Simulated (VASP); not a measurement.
# BaTe (I-4m2) in VASP: a series of runs

The runs below take BaTe through single point, relaxation of cell and atoms, with PBE.

All numbers are computed with VASP 6.6.1; they aren't measurements. Logs are shortened: lines on timing, memory, paths and dates and some standing lists are left out, and cuts for length are marked.

## (1) The cell of the first run

Symmetry: I-4m2, No. 119, tetragonal system. Conventional cell: a = 6.264 Å, b = 6.264 Å, c = 5.107 Å, α = 90.00°, β = 90.00°, γ = 90.00°. Ba (site symmetry -4m2) has 4 Te at 3.38 Å within 4.4 Å. Te (site symmetry -4m2) has 4 Ba at 3.38 Å within 4.4 Å.

The cell was built from a structure type or drawn by symmetry, and may not be a known phase.

## (2) Single point, PBE

The input, INCAR:

```
SYSTEM = BaTe
ALGO = Normal ; EDIFF = 1E-6
ENCUT = 520 ; GGA = PE
ISIF = 2 ; ISMEAR = 0
LASPH = .TRUE. ; LCHARG = .TRUE.
LELF = .TRUE. ; LREAL = .FALSE.
LVHAR = .TRUE. ; LWAVE = .FALSE.
NBANDS = 15 ; NELM = 100
PREC = Accurate ; SIGMA = 0.02
```

The input, KPOINTS:

```
k-points
0
G
  8 8 8
  0 0 0
```

The input, POSCAR:

```
BaTe
1.0
   -3.1320331619      3.1320331619      2.5532604647
    3.1320331619     -3.1320331619      2.5532604647
    3.1320331619      3.1320331619     -2.5532604647
Ba Te
1 1
Direct
    0.2500000000      0.7500000000      0.5000000000
    0.0000000000      0.0000000000      0.0000000000
```

Potentials or basis: VASP PAW PBE potentials, release 64 (Ba_sv, Te).

On the command line:

```bash
$ cat potpaw_PBE.64/Ba_sv/POTCAR potpaw_PBE.64/Te/POTCAR > POTCAR
$ mpirun -np 1 vasp_std > vasp.out
```

OUTCAR:

```text
SYSTEM = BaTe
   EDIFF = 1E-6
   ENCUT = 520
   GGA = PE
   ISIF = 2
   ISMEAR = 0
   LASPH = .TRUE.
   LREAL = .FALSE.
   NELM = 100
   PREC = Accurate

 ion  position               nearest neighbor table
   1  0.250  0.750  0.500-   2 3.38   2 3.38   2 3.38   2 3.38
   2  0.000  0.000  0.000-   1 3.38   1 3.38   1 3.38   1 3.38

  LATTYP: Found a body centered tetragonal cell.
 ALAT       =     6.2640663238
 C/A-ratio  =     0.8152086305

  Lattice vectors:

 A1 = (  -3.1320331619,   3.1320331619,   2.5532604647)
 A2 = (   3.1320331619,  -3.1320331619,   2.5532604647)
 A3 = (   3.1320331619,   3.1320331619,  -2.5532604647)

Analysis of symmetry for initial positions (statically):
=====================================================================
 Subroutine PRICEL returns:
 Original cell was already a primitive cell.

 Routine SETGRP: Setting up the symmetry group for a
 body centered tetragonal supercell.

 Subroutine GETGRP returns: Found  8 space group operations
 (whereof  8 operations were pure point group operations)
 out of a pool of 16 trial point group operations.

The static configuration has the point symmetry D_2d.

Analysis of symmetry for dynamics (positions and initial velocities):
=====================================================================
 Subroutine PRICEL returns:
 Original cell was already a primitive cell.

 Routine SETGRP: Setting up the symmetry group for a
 body centered tetragonal supercell.

 Subroutine GETGRP returns: Found  8 space group operations
 (whereof  8 operations were pure point group operations)
 out of a pool of 16 trial point group operations.

The dynamic configuration has the point symmetry D_2d.

 Subroutine INISYM returns: Found  8 space group operations
 (whereof  8 operations are pure point group operations),
 and found     1 'primitive' translations

----------------------------------------------------------------------------------------

                                     Primitive cell

  volume of cell :     100.1862

  direct lattice vectors                    reciprocal lattice vectors
    -3.132033162  3.132033162  2.553260465     0.000000000  0.159640711  0.195828043
     3.132033162 -3.132033162  2.553260465     0.159640711  0.000000000  0.195828043
     3.132033162  3.132033162 -2.553260465     0.159640711  0.159640711  0.000000000

  length of vectors
     5.112572978  5.112572978  5.112572978     0.252653476  0.252653476  0.225766058

  position of ions in fractional coordinates (direct lattice)
     0.250000000  0.750000000  0.500000000
     0.000000000  0.000000000  0.000000000

  ion indices of the primitive-cell ions
   primitive index   ion index
                 1           1
                 2           2

----------------------------------------------------------------------------------------

 KPOINTS: k-points

Automatic generation of k-mesh.
 Grid dimensions read from file:
 generate k-points for:    8    8    8

 Generating k-lattice:

  Cartesian coordinates                     Fractional coordinates (reciprocal lattice)
     0.000000000  0.019955089  0.024478505     0.125000000  0.000000000  0.000000000
     0.019955089  0.000000000  0.024478505     0.000000000  0.125000000  0.000000000
     0.019955089  0.019955089  0.000000000     0.000000000  0.000000000  0.125000000

  Length of vectors
     0.031581685  0.031581685  0.028220757

  Shift w.r.t. Gamma in fractional coordinates (k-lattice)
     0.000000000  0.000000000  0.000000000

 Subroutine IBZKPT returns following result:
 ===========================================

 Found     59 irreducible k-points:

 Following reciprocal coordinates:
            Coordinates               Weight
  0.000000  0.000000  0.000000      1.000000
  0.125000 -0.000000  0.000000      8.000000
  0.250000 -0.000000  0.000000      8.000000
  0.375000 -0.000000  0.000000      8.000000
  0.500000 -0.000000  0.000000      4.000000
  0.125000  0.125000  0.000000      8.000000
[... 16 lines left out ...]
  0.250000  0.125000  0.125000     16.000000
  0.375000  0.125000  0.125000      8.000000
 [... further k-points ...]
   k-points           NKPTS =     59   k-points in BZ     NKDIM =     59   number of bands    NBANDS=     15
   number of dos      NEDOS =    301   number of ions     NIONS =      2
   total plane-waves  NPLWV =  64000
   dimension x,y,z NGX =    40 NGY =   40 NGZ =   40
   dimension x,y,z NGXF=    80 NGYF=   80 NGZF=   80
   ions per type =               1   1
   NGX,Y,Z   is equivalent  to a cutoff of  13.01, 13.01, 13.01 a.u.
   NGXF,Y,Z  is equivalent  to a cutoff of  26.01, 26.01, 26.01 a.u.
 SYSTEM =  BaTe
   PREC   = accura    normal or accurate (medium, high low for compatibility)
   ISTART =      0    job   : 0-new  1-cont  2-samecut
   ICHARG =      2    charge: 1-file 2-atom 10-const
   ISPIN  =      1    spin polarized calculation?
   LNONCOLLINEAR =      F non collinear calculations
   LSORBIT =      F    spin-orbit coupling
   LASPH  =      T    aspherical Exc in radial PAW
   ENCUT  =  520.0 eV  38.22 Ry    6.18 a.u.   9.51  9.51  9.51*2*pi/ulx,y,z
   NELM   =    100;   NELMIN=  2; NELMDL= -5     # of ELM steps
   EDIFF  = 0.1E-05   stopping-criterion for ELM
   LREAL  =      F    real-space projection
[... 7 lines left out ...]
   TEBEG  =    0.0;   TEEND  =   0.0 temperature during run
   PSTRESS=    0.0 pullay stress
   NELECT =      16.0000    total number of electrons
   NUPDOWN=      -1.0000    fix difference up-down
   EMIN   =  10.00;   EMAX   =-10.00  energy-range for DOS
   EFERMI =   0.00;   METHOD = LEGACY
   ISMEAR =     0;   SIGMA  =   0.02  broadening in eV -4-tet -1-fermi 0-gaus
   EFERMI_NEDOS =   21; number of points for ismear=-14 and -15
   IALGO  =     38    algorithm
   IMIX   =      4    mixing-type and parameters
     AMIX     =   0.40;   BMIX     =  1.00
     AMIX_MAG =   1.60;   BMIX_MAG =  1.00
  volume/ion in A,a.u.               =      50.09       338.04
  Fermi-wavevector in a.u.,A,eV,Ry     =   0.888203  1.678460 10.733698  0.788905
  Thomas-Fermi vector in A             =   2.009602
   LORBIT       =      0    0 simple, 1 ext, 2 COOP (PROOUT), +10 PAW based schemes
   GGA     = PE    functional components
   LHFCALC =     F    Hartree Fock is set to
   AEXX    =    0.0000 exact exchange contribution
   IVDW    =     0    specifies the selected vdW correction
   LEPSILON=     F    determine dielectric tensor
   LRPA    =     F    only Hartree local field effects (RPA)
 non-spin polarized calculation
 Gauss-broadening in eV      SIGMA  =   0.02
  energy-cutoff  :      520.00
  volume of cell :      100.19
 maximum number of plane-waves:      2734
 NGX is ok and might be reduce to    40
   NGX = 19   NGY = 19   NGZ = 19

 number of electron      16.0000000 magnetization

 Free energy of the ion-electron system (eV)
  ---------------------------------------------------
  ext. energy  EPLUGINS =         0.00000000
  ---------------------------------------------------
  free energy    TOTEN  =        -8.13823660 eV

  energy without entropy =       -8.13823660  energy(sigma->0) =       -8.13823660

 E-fermi :   1.5966     XC(G=0):  -7.5549

 val. band max:        1.4896422533   @ k =  -0.3750   0.3750   0.0000
 cond. band min:       3.3545475341   @ k =   0.0000   0.0000   0.0000
 fundamental gap:      1.8649052808
 Fermi energy:         1.5965819142

 k-point     1 :       0.0000    0.0000    0.0000
  band No.  band energies     occupation
      1     -25.9298      2.00000
      2     -11.1509      2.00000
      3     -11.0749      2.00000
      4     -11.0749      2.00000
      5      -7.9194      2.00000
      6       0.8756      2.00000
      7       0.8756      2.00000
      8       1.1657      2.00000
      9       3.3545      0.00000
     10       3.7460      0.00000
     11       5.5376      0.00000
     12       6.0351      0.00000
     13       6.0351      0.00000
     14       6.8936      0.00000
     15       8.5483      0.00000

 k-point     2 :       0.1250   -0.0000    0.0000
  band No.  band energies     occupation
      1     -25.9287      2.00000
      2     -11.1714      2.00000
      3     -11.0930      2.00000
      4     -11.0812      2.00000
      5      -7.8549      2.00000
      6       0.6201      2.00000
      7       0.8099      2.00000
      8       1.0893      2.00000
      9       3.7647      0.00000
     10       3.8875      0.00000
     11       5.5137      0.00000
     12       5.9506      0.00000
     13       6.1141      0.00000
     14       7.0193      0.00000
     15       8.7533      0.00000

 k-point     3 :       0.2500   -0.0000    0.0000
  band No.  band energies     occupation
      1     -25.9259      2.00000
      2     -11.2338      2.00000
      3     -11.1176      2.00000
      4     -11.0964      2.00000
      5      -7.7107      2.00000
      6       0.1971      2.00000
      7       0.6641      2.00000
      8       0.9898      2.00000
      9       4.2496      0.00000
     10       4.4057      0.00000
     11       5.1576      0.00000
     12       6.3406      0.00000
     13       6.4005      0.00000
     14       7.4746      0.00000
     15       8.9074      0.00000

 k-point     4 :       0.3750   -0.0000    0.0000
  band No.  band energies     occupation
      1     -25.9231      2.00000
      2     -11.2982      2.00000
      3     -11.1323      2.00000
      4     -11.1116      2.00000
      5      -7.5825      2.00000
      6      -0.0098      2.00000
      7       0.5323      2.00000
      8       0.8383      2.00000
      9       4.6587      0.00000
     10       4.6764      0.00000
     11       5.3386      0.00000
     12       6.5581      0.00000
     13       6.8197      0.00000
     14       7.3290      0.00000
     15       8.6215      0.00000
[... 307 lines left out ...]
 k-point    22 :       0.1250    0.1250    0.1250
  band No.  band energies     occupation
      1     -25.9249      2.00000
      2     -11.2588      2.00000
      3     -11.1665      2.00000
      4     -11.0817      2.00000
      5      -7.5982      2.00000
      6       0.0565      2.00000
      7       0.4691      2.00000
      8       1.2058      2.00000
      9       4.1053      0.00000
     10       4.6461      0.00000
     11       5.2960      0.00000
     12       5.7616      0.00000
     13       6.4947      0.00000
     14       7.8817      0.00000
     15       8.6111      0.00000

 k-point    23 :       0.2500    0.1250    0.1250
  band No.  band energies     occupation
      1     -25.9227      2.00000
      2     -11.2991      2.00000
      3     -11.1868      2.00000
      4     -11.0974      2.00000
      5      -7.4904      2.00000
      6       0.0152      2.00000
      7       0.3167      2.00000
      8       1.0083      2.00000
      9       4.1810      0.00000
     10       5.0245      0.00000
     11       5.2902      0.00000
     12       6.1570      0.00000
     13       6.7451      0.00000
     14       7.8091      0.00000
     15       8.6065      0.00000

 k-point    24 :       0.3750    0.1250    0.1250
  band No.  band energies     occupation
      1     -25.9217      2.00000
      2     -11.3119      2.00000
      3     -11.1963      2.00000
      4     -11.1057      2.00000
      5      -7.4496      2.00000
      6       0.0691      2.00000
      7       0.2634      2.00000
      8       0.8588      2.00000
      9       4.3047      0.00000
     10       4.9764      0.00000
     11       5.3361      0.00000
     12       6.4368      0.00000
     13       6.8381      0.00000
     14       7.8566      0.00000
     15       8.1987      0.00000

 [... further k-points ...]

------------------------ aborting loop because EDIFF is reached ----------------------------------------

  FORCE on cell =-STRESS in cart. coord.  units (eV):
  Direction    XX          YY          ZZ          XY          YZ          ZX
  --------------------------------------------------------------------------------------
  -------------------------------------------------------------------------------------
  Total        0.2167108      0.2167108      0.1139676      0.0000000     -0.0000000      0.0000000
  in kB        3.4656389      3.4656389      1.8225705      0.0000000     -0.0000000      0.0000000
  external PRESSURE =       2.9179494 kB  Pullay stress =       0.0000000 kB

 VOLUME and BASIS-vectors are now :
 -----------------------------------------------------------------------------
  energy-cutoff  :      520.00
  volume of cell :      100.19
      direct lattice vectors                 reciprocal lattice vectors
    -3.132033162  3.132033162  2.553260465     0.000000000  0.159640711  0.195828043
     3.132033162 -3.132033162  2.553260465     0.159640711  0.000000000  0.195828043
     3.132033162  3.132033162 -2.553260465     0.159640711  0.159640711  0.000000000

 POSITION                                       TOTAL-FORCE (eV/Angst)
 -----------------------------------------------------------------------------------
      3.13203      0.00000      1.27663        -0.000000     -0.000000     -0.000000
      0.00000      0.00000      0.00000         0.000000      0.000000      0.000000
 -----------------------------------------------------------------------------------
    total drift:                                0.000000     -0.000000     -0.000000

  FREE ENERGIE OF THE ION-ELECTRON SYSTEM (eV)
  ---------------------------------------------------
  free  energy   TOTEN  =        -8.1382365965 eV

  energy  without entropy=       -8.1382365965  energy(sigma->0) =       -8.13823660
```

Run time: 29 s. Hardware: 1 thread of Intel Xeon 6975P-C (Granite Rapids), shared host; peak memory 0.29 GiB.

Results:

| Quantity | Value |
| --- | --- |
| Free energy | -8.1382 eV |
| Pressure | 0.3 GPa |
| Band gap on the k mesh | 1.86 eV (least direct gap 2.19 eV) |

Caveat: spin-orbit coupling is left out, which moves the levels of the heavy elements. A k mesh can miss the band edges.

## (3) Relaxation of cell and atoms, PBE

The input, INCAR:

```
SYSTEM = BaTe
ALGO     = Normal         ! electronic algorithm
EDIFF    = 1E-6           ! SCF threshold, eV
EDIFFG   = -0.01          ! ionic threshold
ENCUT    = 600            ! plane-wave cutoff, eV
GGA      = PE             ! functional
IBRION   = 2              ! ionic algorithm
ISIF     = 3              ! what is computed and relaxed
ISMEAR   = 0              ! smearing method
LASPH    = .True.         ! aspherical terms in the spheres
LCHARG   = .False.        ! write CHGCAR
LREAL    = .False.        ! projectors in reciprocal space
LWAVE    = .False.        ! write WAVECAR
NELM     = 100            ! most SCF steps
NSW      = 100            ! ionic steps
PREC     = Accurate       ! precision mode
SIGMA    = 0.02           ! smearing width, eV
```

The input, KPOINTS:

```
k-points
0
Gamma
  8 8 8
  0 0 0
```

POSCAR is that of step 2.

Potentials or basis: VASP PAW PBE potentials, release 64 (Ba_sv, Te).

On the command line:

```bash
$ cat potpaw_PBE.64/Ba_sv/POTCAR potpaw_PBE.64/Te/POTCAR > POTCAR
$ mpirun -np 1 vasp_std > vasp.out
```

It took 1.8 min on 1 thread of Intel Xeon 6975P-C (Granite Rapids), shared host; peak memory 0.34 GiB.

The run converged. Its results:

* Free energy: -8.1396 eV
* Relaxed volume: 50.74 Å³/atom
* Relaxed cell: a = 5.134 Å, b = 5.134 Å, c = 5.134 Å, α = 104.48°, β = 104.48°, γ = 119.99°
* Space group after relaxing (to 0.1 Å): I-4m2 (No. 119)
* Energy gained by relaxing: 0.5 meV/atom
* Ionic steps: 6
* Pressure after relaxing: 0.0 GPa
* Band gap on the k mesh: 1.85 eV (least direct gap 2.17 eV)

The path:
| step | energy change (eV) | largest force (eV/Å) | pressure (GPa) | volume (Å³) |
| --- | --- | --- | --- | --- |
| 1 | 0.0000 | 0.0000 | 0.28 | 100.19 |
| 2 | -0.0009 | 0.0000 | -0.05 | 101.45 |
| 3 | -0.0010 | 0.0000 | 0.01 | 101.22 |
| 4 | -0.0010 | 0.0000 | 0.01 | 101.24 |
| 5 | -0.0010 | 0.0000 | 0.00 | 101.30 |
| 6 | -0.0011 | 0.0000 | 0.00 | 101.48 |

Final structure:
```cif
data_structure
_symmetry_space_group_name_H-M 'P 1'
_symmetry_Int_Tables_number 1
_cell_length_a 5.1336
_cell_length_b 5.1336
_cell_length_c 5.1336
_cell_angle_alpha 104.483
_cell_angle_beta 104.483
_cell_angle_gamma 119.988
_cell_volume 101.48
loop_
_atom_site_label
_atom_site_type_symbol
_atom_site_fract_x
_atom_site_fract_y
_atom_site_fract_z
_atom_site_occupancy
Ba1 Ba 0.25000 0.75000 0.50000 1
Te1 Te 0.00000 0.00000 0.00000 1
```

Levels at points of the mesh, in eV from the valence-band top:
```csv
k point,band 6,band 7,band 8,band 9,band 10,band 11
"(0.00, 0.00, 0.00)",-0.61,-0.61,-0.32,1.85,2.27,4.03
"(0.50, 0.00, 0.00)",-1.50,-0.99,-0.73,3.30,3.39,4.00
"(0.50, 0.50, 0.00)",-2.00,-0.76,-0.04,2.54,2.56,4.65
"(0.50, 0.50, 0.50)",-0.92,-0.89,-0.89,2.82,3.58,4.62
```

Caveat: spin-orbit coupling is left out, which moves the levels of the heavy elements.

## (4) Single point, PBE

The input, INCAR:

```
SYSTEM = BaTe
  PREC = Accurate
  ENCUT = 520
  EDIFF = 1E-7
  ISMEAR = 0
  SIGMA = 0.01
  LREAL = .FALSE.
  LASPH = .TRUE.
  NELM = 100
  ALGO = Normal
  ISIF = 2
  LWAVE = .FALSE.
  LCHARG = .TRUE.
  GGA = PE
  LELF = .TRUE.
  LVHAR = .TRUE.
  NBANDS = 15
```

The input, KPOINTS:

```
regular mesh
0
G
  10 10 10
  0 0 0
```

POSCAR is that of step 3.

On the command line:

```bash
$ cat potpaw_PBE.64/Ba_sv/POTCAR potpaw_PBE.64/Te/POTCAR > POTCAR
$ mpirun -np 1 vasp_std > vasp.out
```

Wall time 66 s (1 thread of Intel Xeon 6975P-C (Granite Rapids), shared host); peak memory 0.35 GiB.

The run converged. Its results:

- Free energy: -8.1382 eV
- Pressure: 0.3 GPa
- Band gap on the k mesh: 1.85 eV (least direct gap 2.19 eV)

Stress tensor (GPa, compression positive):
```
0.33 0.00 0.00
0.00 0.33 0.00
0.00 0.00 0.16
```

Levels at points of the mesh, in eV from the valence-band top:
| k point | band 6 | band 7 | band 8 | band 9 | band 10 | band 11 |
| --- | --- | --- | --- | --- | --- | --- |
| (0.00, 0.00, 0.00) | -0.62 | -0.62 | -0.33 | 1.85 | 2.25 | 4.04 |
| (0.50, 0.00, 0.00) | -1.54 | -1.02 | -0.76 | 3.30 | 3.39 | 4.01 |
| (0.50, 0.50, 0.00) | -2.04 | -0.79 | -0.05 | 2.52 | 2.55 | 4.68 |
| (0.50, 0.50, 0.50) | -0.95 | -0.90 | -0.90 | 2.83 | 3.59 | 4.63 |

Caveat: spin-orbit coupling is left out, which moves the levels of the heavy elements. A k mesh can miss the band edges.

[end of part 1 of 2]
